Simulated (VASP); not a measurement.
Crystal: BeSe.

```
CELL_PARAMETERS angstrom
0.00000 2.58891 2.58891
2.58891 0.00000 2.58891
2.58891 2.58891 0.00000
ATOMIC_POSITIONS crystal
Be 0.00000 0.00000 0.00000
Se 0.25000 0.25000 0.25000
```

| Property | Result |
| --- | --- |
| Program | VASP 6.6.1 |
| Task | relaxation of cell and atoms |
| Functional | LDA |
| Potentials or basis | VASP PAW LDA potentials, release 64 (Be, Se) |
| Cutoff | 600 eV |
| k mesh | 8 × 8 × 8 |
| Occupations | fermi-dirac, width 0.02 eV |
| Spin | no spin polarisation |

At the start: pressure -4.0 GPa; volume 17.35 Å³/atom.

How do energy, volume and symmetry change on relaxing?

Over 3 steps the energy falls by 11.6 meV/atom and the volume is 16.46 Å³/atom (-5.1 %); space group F-43m (No. 216, to 0.05 Å).

The path:
| step | energy change (eV) | largest force (eV/Å) | pressure (GPa) | volume (Å³) |
| --- | --- | --- | --- | --- |
| 1 | 0.0000 | 0.0000 | -3.99 | 34.70 |
| 2 | -0.0223 | 0.0000 | 0.90 | 32.58 |
| 3 | -0.0232 | 0.0000 | 0.00 | 32.92 |

Final structure:
```
Be Se
1.0
     0.00000    2.54370    2.54370
     2.54370    0.00000    2.54370
     2.54370    2.54370    0.00000
Be Se
1 1
Direct
  0.00000 0.00000 0.00000
  0.25000 0.25000 0.25000
```
